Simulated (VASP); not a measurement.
The system is YV.

```
CELL_PARAMETERS angstrom
3.61524 0.00000 0.00000
0.00000 3.61524 0.00000
0.00000 0.00000 3.61644
ATOMIC_POSITIONS crystal
V 0.00000 0.00000 0.00000
Y 0.50000 0.50000 0.50000
```

| Property | Result |
| --- | --- |
| Program | VASP 6.6.1 |
| Task | relaxation of cell and atoms |
| Functional | PBE |
| Potentials or basis | VASP PAW PBE potentials, release 64 (V_sv, Y_sv) |
| Cutoff | 600 eV |
| k mesh | 14 × 14 × 10 |
| Occupations | gaussian, width 0.1 eV |
| Spin | no spin polarisation |

At the start: pressure -5.3 GPa; volume 23.63 Å³/atom.

Problem. Where does the relaxation end?

Solution. Over 8 steps the energy falls by 37.3 meV/atom and the volume is 21.56 Å³/atom (-8.8 %); space group Pm-3m (No. 221, to 0.1 Å) before and after.

The path:
```csv
step,energy change (eV),largest force (eV/Å),pressure (GPa),volume (Å³)
1,0.0000,0.0000,-5.35,47.27
2,-0.0690,0.0000,1.76,42.07
3,-0.0746,0.0000,0.03,43.10
4,-0.0746,0.0000,-0.09,43.18
5,-0.0746,0.0000,-0.11,43.18
6,-0.0746,0.0000,-0.10,43.18
7,-0.0746,0.0000,-0.06,43.16
8,-0.0746,0.0000,-0.01,43.13
```

Final structure:
```
CELL_PARAMETERS angstrom
3.50403 0.00000 0.00000
0.00000 3.50403 0.00000
0.00000 0.00000 3.51272
ATOMIC_POSITIONS crystal
V 0.00000 0.00000 0.00000
Y 0.50000 0.50000 0.50000
```
